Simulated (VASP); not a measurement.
# Hf6F (P1) in VASP: relaxation of cell and atoms with PBE

Aim: the relaxation of cell and atoms of Hf6F with PBE.

Everything below comes from runs of VASP 6.6.1. Logs are shortened: lines on timing, memory, paths and dates and some standing lists are left out, and cuts for length are marked.

**1. The cell of the first run**

The typed cell holds 7 atoms: a = 5.065 Å, b = 5.774 Å, c = 5.579 Å, α = 121.09°, β = 88.39°, γ = 90.43°.

**2. Relaxation of cell and atoms, PBE**

The input, INCAR:

```
SYSTEM = Hf6F
  PREC = Accurate
  ENCUT = 600
  EDIFF = 1E-7
  ISMEAR = 0
  SIGMA = 0.2
  LREAL = .FALSE.
  LASPH = .TRUE.
  NELM = 80
  ALGO = Fast
  ISIF = 3
  LWAVE = .FALSE.
  LCHARG = .FALSE.
  GGA = PE
  IBRION = 2
  NSW = 80
  EDIFFG = -0.025
```

The input, KPOINTS:

```
Automatic mesh
0
G
  4 6 6
  0 0 0
```

The input, POSCAR:

```
Hf6F
1.0
   -0.0195434126      0.0717230603      5.0647996629
    5.7734636772      0.0037625103     -0.0212044640
   -2.8834734091      4.7754711145      0.0779954732
Hf F
6 1
Direct
    0.7370183940      0.3490451226      0.3389824200
    0.2508685364      0.6672491715      0.6746934262
    0.2856321085      0.3346559480     -0.0026328665
    0.7383855943      0.0138406374      0.6780034811
    0.2710633542      0.9885512986      0.3346126544
    0.7249532198      0.6492285578     -0.0022382681
   -0.0079212073      0.9974292642     -0.0214208472
```

Potentials or basis: VASP PAW PBE potentials, release 64 (Hf_pv, F).

Started as:

```console
$ cat potpaw_PBE.64/Hf_pv/POTCAR potpaw_PBE.64/F/POTCAR > POTCAR
$ mpirun -np 1 vasp_std > vasp.out
```

OUTCAR:

```text
SYSTEM = Hf6F
   PREC = Accurate
   ENCUT = 600
   EDIFF = 1E-7
   ISMEAR = 0
   LREAL = .FALSE.
   LASPH = .TRUE.
   NELM = 80
   ISIF = 3
   GGA = PE
   IBRION = 2
   NSW = 80
   EDIFFG = -0.025

 ion  position               nearest neighbor table
   1  0.737  0.349  0.339-   7 2.35   3 2.99   2 3.03   5 3.13   6 3.15   4 3.16   6 3.17   2 3.21
                             4 3.29   3 3.30   4 3.33   5 3.42   6 3.47
   2  0.251  0.667  0.675-   7 2.19   1 3.03   6 3.08   5 3.16   4 3.16   6 3.21   1 3.21   3 3.24
                             3 3.25   5 3.27   4 3.28   3 3.31   5 3.36
   3  0.286  0.335  0.997-   7 2.40   6 2.86   4 2.88   1 2.99   5 3.17   5 3.23   2 3.24   2 3.25
                             1 3.30   2 3.31   4 3.33   5 3.38   6 3.38
   4  0.738  0.014  0.678-   7 2.18   3 2.88   5 3.04   6 3.14   1 3.16   2 3.16   5 3.22   6 3.26
                             2 3.28   1 3.29   3 3.33   1 3.33   6 3.39
   5  0.271  0.989  0.335-   7 2.49   6 2.95   4 3.04   1 3.13   2 3.16   3 3.17   4 3.22   3 3.23
                             2 3.27   2 3.36   3 3.38   6 3.38   1 3.42
   6  0.725  0.649  0.998-   7 2.46   3 2.86   5 2.95   2 3.08   4 3.14   1 3.15   1 3.17   2 3.21
                             4 3.26   5 3.38   3 3.38   4 3.39   1 3.47
   7  0.992  0.997  0.979-   4 2.18   2 2.19   1 2.35   3 2.40   6 2.46   5 2.49

  LATTYP: Found a triclinic cell.
 ALAT       =     5.5790345545
 B/A-ratio  =     3.5685526982
 C/A-ratio  =     1.0348571578
 COS(alpha) =     0.0006831675
 COS(beta)  =     0.5163308580
 COS(gamma) =     0.8285848800

  Lattice vectors:

 A1 = (   2.8834734091,  -4.7754711145,  -0.0779954732)
 A2 = (   0.0065096946, -19.1811325389,  -5.3343726277)
 A3 = (   5.7734636772,   0.0037625103,  -0.0212044640)

Analysis of symmetry for initial positions (statically):
=====================================================================
 Subroutine PRICEL returns:
 Original cell was already a primitive cell.

 Routine SETGRP: Setting up the symmetry group for a
 triclinic supercell.

 Subroutine GETGRP returns: Found  1 space group operations
 (whereof  1 operations were pure point group operations)
 out of a pool of  2 trial point group operations.

The static configuration has the point symmetry C_1 .

Analysis of symmetry for dynamics (positions and initial velocities):
=====================================================================
 Subroutine PRICEL returns:
 Original cell was already a primitive cell.

 Routine SETGRP: Setting up the symmetry group for a
 triclinic supercell.

 Subroutine GETGRP returns: Found  1 space group operations
 (whereof  1 operations were pure point group operations)
 out of a pool of  2 trial point group operations.

The dynamic configuration has the point symmetry C_1 .

 Subroutine INISYM returns: Found  1 space group operations
 (whereof  1 operations are pure point group operations),
 and found     1 'primitive' translations

----------------------------------------------------------------------------------------

                                     Primitive cell

  volume of cell :     139.6667

  direct lattice vectors                    reciprocal lattice vectors
    -0.019543413  0.071723060  5.064799663     0.000727122 -0.002786359  0.197483439
     5.773463677  0.003762510 -0.021204464     0.173135130  0.104553856 -0.000812524
    -2.883473409  4.775471115  0.077995473    -0.000147331  0.209362896 -0.002965374

  length of vectors
     5.065345178  5.773503842  5.579034554     0.197504434  0.202257119  0.209383947

  position of ions in fractional coordinates (direct lattice)
     0.737018394  0.349045123  0.338982420
     0.250868536  0.667249172  0.674693426
     0.285632109  0.334655948  0.997367133
     0.738385594  0.013840637  0.678003481
     0.271063354  0.988551299  0.334612654
     0.724953220  0.649228558  0.997761732
     0.992078793  0.997429264  0.978579153

  ion indices of the primitive-cell ions
   primitive index   ion index
                 1           1
                 2           2
                 3           3
                 4           4
                 5           5
                 6           6
                 7           7

----------------------------------------------------------------------------------------

 KPOINTS: Automatic mesh

Automatic generation of k-mesh.
 Grid dimensions read from file:
 generate k-points for:    4    6    6

 Generating k-lattice:

  Cartesian coordinates                     Fractional coordinates (reciprocal lattice)
     0.000181781 -0.000696590  0.049370860     0.250000000  0.000000000 -0.000000000
     0.028855855  0.017425643 -0.000135421     0.000000000  0.166666667 -0.000000000
    -0.000024555  0.034893816 -0.000494229    -0.000000000 -0.000000000  0.166666667

  Length of vectors
     0.049376108  0.033709520  0.034897325

  Shift w.r.t. Gamma in fractional coordinates (k-lattice)
     0.000000000  0.000000000  0.000000000

 Subroutine IBZKPT returns following result:
 ===========================================

 Found     76 irreducible k-points:

 Following reciprocal coordinates:
            Coordinates               Weight
  0.000000  0.000000  0.000000      1.000000
  0.250000  0.000000  0.000000      2.000000
  0.500000  0.000000  0.000000      1.000000
  0.000000  0.166667  0.000000      2.000000
  0.250000  0.166667  0.000000      2.000000
  0.500000  0.166667  0.000000      2.000000
[... 16 lines left out ...]
 -0.000000  0.333333  0.166667      2.000000
  0.250000  0.333333  0.166667      2.000000
 [... further k-points ...]
   k-points           NKPTS =     76   k-points in BZ     NKDIM =     76   number of bands    NBANDS=     40
   number of dos      NEDOS =    301   number of ions     NIONS =      7
   total plane-waves  NPLWV =  92160
   dimension x,y,z NGX =    40 NGY =   48 NGZ =   48
   dimension x,y,z NGXF=    80 NGYF=   96 NGZF=   96
   ions per type =               6   1
   NGX,Y,Z   is equivalent  to a cutoff of  13.13, 13.82, 14.30 a.u.
   NGXF,Y,Z  is equivalent  to a cutoff of  26.26, 27.64, 28.61 a.u.
 SYSTEM =  Hf6F
   PREC   = accura    normal or accurate (medium, high low for compatibility)
   ISTART =      0    job   : 0-new  1-cont  2-samecut
   ICHARG =      2    charge: 1-file 2-atom 10-const
   ISPIN  =      1    spin polarized calculation?
   LNONCOLLINEAR =      F non collinear calculations
   LSORBIT =      F    spin-orbit coupling
   LASPH  =      T    aspherical Exc in radial PAW
   ENCUT  =  600.0 eV  44.10 Ry    6.64 a.u.  10.12 11.53 11.14*2*pi/ulx,y,z
   NELM   =     80;   NELMIN=  2; NELMDL= -5     # of ELM steps
   EDIFF  = 0.1E-06   stopping-criterion for ELM
   LREAL  =      F    real-space projection
   EDIFFG = -.3E-01   stopping-criterion for IOM
   NSW    =     80    number of steps for IOM
   IBRION =      2    ionic relax: 0-MD 1-quasi-New 2-CG
   NFREE  =      1    steps in history (QN), initial steepest desc. (CG)
   ISIF   =      3    stress and relaxation
   ISYM   =      2    0-nonsym 1-usesym 2-fastsym
   POTIM  = 0.5000    time-step for ionic-motion
   TEBEG  =    0.0;   TEEND  =   0.0 temperature during run
   PSTRESS=    0.0 pullay stress
   NELECT =      67.0000    total number of electrons
   NUPDOWN=      -1.0000    fix difference up-down
   EMIN   =  10.00;   EMAX   =-10.00  energy-range for DOS
   EFERMI =   0.00;   METHOD = LEGACY
   ISMEAR =     0;   SIGMA  =   0.20  broadening in eV -4-tet -1-fermi 0-gaus
   EFERMI_NEDOS =   21; number of points for ismear=-14 and -15
   IALGO  =     68    algorithm
   IMIX   =      4    mixing-type and parameters
     AMIX     =   0.40;   BMIX     =  1.00
     AMIX_MAG =   1.60;   BMIX_MAG =  1.00
  volume/ion in A,a.u.               =      19.95       134.65
  Fermi-wavevector in a.u.,A,eV,Ry     =   1.281550  2.421778 22.345799  1.642370
  Thomas-Fermi vector in A             =   2.413913
   LORBIT       =      0    0 simple, 1 ext, 2 COOP (PROOUT), +10 PAW based schemes
   GGA     = PE    functional components
   LHFCALC =     F    Hartree Fock is set to
   AEXX    =    0.0000 exact exchange contribution
   IVDW    =     0    specifies the selected vdW correction
   LEPSILON=     F    determine dielectric tensor
   LRPA    =     F    only Hartree local field effects (RPA)
 conjugate gradient relaxation of ions
 non-spin polarized calculation
 RMM-DIIS sequential band-by-band and
 Gauss-broadening in eV      SIGMA  =   0.20
  energy-cutoff  :      600.00
  volume of cell :      139.67
 maximum number of plane-waves:      4684
   NGX = 21   NGY = 23   NGZ = 23

--------------------------------------- Ionic step        1  -------------------------------------------

 number of electron      66.9999999 magnetization

 Free energy of the ion-electron system (eV)
  ---------------------------------------------------
  ext. energy  EPLUGINS =         0.00000000
  ---------------------------------------------------
  free energy    TOTEN  =       -64.46207951 eV

  energy without entropy =      -64.37679226  energy(sigma->0) =      -64.41943588

------------------------ aborting loop because EDIFF is reached ----------------------------------------

  FORCE on cell =-STRESS in cart. coord.  units (eV):
  Direction    XX          YY          ZZ          XY          YZ          ZX
  --------------------------------------------------------------------------------------
  -------------------------------------------------------------------------------------
  Total       -2.3156707      4.2285857      5.5644442      0.5088267     -1.6702583     -0.5029934
  in kB      -26.5640656     48.5079455     63.8321590      5.8369725    -19.1602593     -5.7700560
  external PRESSURE =      28.5920130 kB  Pullay stress =       0.0000000 kB
[... 104 lines left out ...]
  FREE ENERGIE OF THE ION-ELECTRON SYSTEM (eV)
  ---------------------------------------------------
  free  energy   TOTEN  =       -64.8526583351 eV

  energy  without entropy=      -64.7647987844  energy(sigma->0) =      -64.80872856

[... ionic steps 4 to 11 ...]

--------------------------------------- Ionic step       12  -------------------------------------------

 number of electron      67.0000018 magnetization

------------------------ aborting loop because EDIFF is reached ----------------------------------------

  FORCE on cell =-STRESS in cart. coord.  units (eV):
  Direction    XX          YY          ZZ          XY          YZ          ZX
  --------------------------------------------------------------------------------------
  -------------------------------------------------------------------------------------
  Total        0.0539582      0.0177565      0.0401829     -0.0074778     -0.0101940      0.0229523
  in kB        0.6145487      0.2022347      0.4576572     -0.0851677     -0.1161033      0.2614112
  external PRESSURE =       0.4248135 kB  Pullay stress =       0.0000000 kB
[... 67 lines left out ...]
  energy  without entropy=      -64.8973289865  energy(sigma->0) =      -64.93962817

--------------------------------------- Ionic step       14  -------------------------------------------

 number of electron      67.0000019 magnetization

 Free energy of the ion-electron system (eV)
  ---------------------------------------------------
  ext. energy  EPLUGINS =         0.00000000
  ---------------------------------------------------
  free energy    TOTEN  =       -64.98218775 eV

  energy without entropy =      -64.89767652  energy(sigma->0) =      -64.93993213

 E-fermi :   5.2387     XC(G=0): -11.3297

 val. band max:        5.1999726248   @ k =   0.5000   0.0000   0.1667
 cond. band min:       5.2577129821   @ k =   0.2500   0.3333   0.1667
 fundamental gap:      0.0577403573
 Fermi energy:         5.2386630190

 k-point     1 :       0.0000    0.0000    0.0000
  band No.  band energies     occupation
      1     -26.3013      2.00000
      2     -25.8333      2.00000
      3     -25.8330      2.00000
      4     -25.8267      2.00000
      5     -25.8260      2.00000
      6     -25.7233      2.00000
[... 1021 lines left out ...]
     39       6.4736      0.00000
     40       6.5792      0.00000

 [... further k-points ...]

------------------------ aborting loop because EDIFF is reached ----------------------------------------

  FORCE on cell =-STRESS in cart. coord.  units (eV):
  Direction    XX          YY          ZZ          XY          YZ          ZX
  --------------------------------------------------------------------------------------
  -------------------------------------------------------------------------------------
  Total       -0.0215126     -0.0202461     -0.0414668      0.0164871     -0.0058580     -0.0063169
  in kB       -0.2448588     -0.2304435     -0.4719805      0.1876586     -0.0666768     -0.0719002
  external PRESSURE =      -0.3157609 kB  Pullay stress =       0.0000000 kB
[... 22 lines left out ...]
  FREE ENERGIE OF THE ION-ELECTRON SYSTEM (eV)
  ---------------------------------------------------
  free  energy   TOTEN  =       -64.9821877458 eV

  energy  without entropy=      -64.8976765187  energy(sigma->0) =      -64.93993213

 reached required accuracy - stopping structural energy minimisation
```

It took 2.2 h on 1 thread of Oxide Virtual Turin-like, shared host; peak memory 0.56 GiB.

Results:

| Item | Value |
| --- | --- |
| Free energy | -64.9822 eV |
| Relaxed volume | 20.11 Å³/atom |
| Relaxed cell | a = 5.175 Å, b = 5.600 Å, c = 5.607 Å, α = 119.95°, β = 90.00°, γ = 89.99° |
| Space group after relaxing (to 0.1 Å) | P-31m (No. 162) |
| Energy gained by relaxing | 74.3 meV/atom |
| Ionic steps | 14 |
| Pressure after relaxing | 0.0 GPa |
| Largest force after relaxing | 0.018 eV/Å |
| Band gap on the k mesh | zero (an odd number of electrons rules out a gap without spin polarisation) |

Forces on the atoms (eV/Å):
```
Hf  -0.006 -0.003 -0.001
Hf   0.015  0.001  0.002
Hf  -0.001  0.003 -0.015
Hf  -0.016  0.004  0.003
Hf   0.014  0.006  0.009
Hf  -0.004 -0.009  0.013
F   -0.002 -0.002 -0.013
```

Step by step:
| step | energy change (eV) | largest force (eV/Å) | pressure (GPa) | volume (Å³) |
| --- | --- | --- | --- | --- |
| 1 | 0.0000 | 1.6455 | 2.86 | 139.67 |
| 2 | -0.3842 | 0.3746 | -4.38 | 146.85 |
| 3 | -0.3906 | 0.4649 | -3.65 | 145.94 |
| 4 | -0.4796 | 0.2772 | 1.97 | 138.51 |
| 5 | -0.4944 | 0.3136 | 0.31 | 140.47 |
| 6 | -0.5112 | 0.2121 | 0.18 | 140.56 |
| 7 | -0.5152 | 0.1365 | 0.10 | 140.62 |
| 8 | -0.5179 | 0.0848 | -0.16 | 140.91 |
| 9 | -0.5184 | 0.0662 | -0.31 | 141.09 |
| 10 | -0.5189 | 0.0420 | 0.33 | 140.32 |
| 11 | -0.5192 | 0.0427 | 0.09 | 140.61 |
| 12 | -0.5197 | 0.0328 | 0.04 | 140.67 |
| 13 | -0.5198 | 0.0314 | 0.00 | 140.73 |
| 14 | -0.5201 | 0.0176 | -0.03 | 140.76 |

Final structure:
```cif
data_structure
_symmetry_space_group_name_H-M 'P 1'
_symmetry_Int_Tables_number 1
_cell_length_a 5.1747
_cell_length_b 5.5995
_cell_length_c 5.6069
_cell_angle_alpha 119.954
_cell_angle_beta 90.003
_cell_angle_gamma 89.990
_cell_volume 140.76
loop_
_atom_site_label
_atom_site_type_symbol
_atom_site_fract_x
_atom_site_fract_y
_atom_site_fract_z
_atom_site_occupancy
Hf1 Hf 0.73740 0.34444 0.34379 1
Hf2 Hf 0.26253 0.65525 0.65634 1
Hf3 Hf 0.26339 0.34283 0.99982 1
Hf4 Hf 0.73720 0.00106 0.65644 1
Hf5 Hf 0.26233 0.99876 0.34326 1
Hf6 Hf 0.73674 0.65749 0.00044 1
F1 F 0.00041 0.00018 0.99992 1
```

Caveat: spin-orbit coupling is left out, which moves the levels of the heavy elements.

The gap in the log of VASP goes by the Fermi energy; the results here count the filled bands.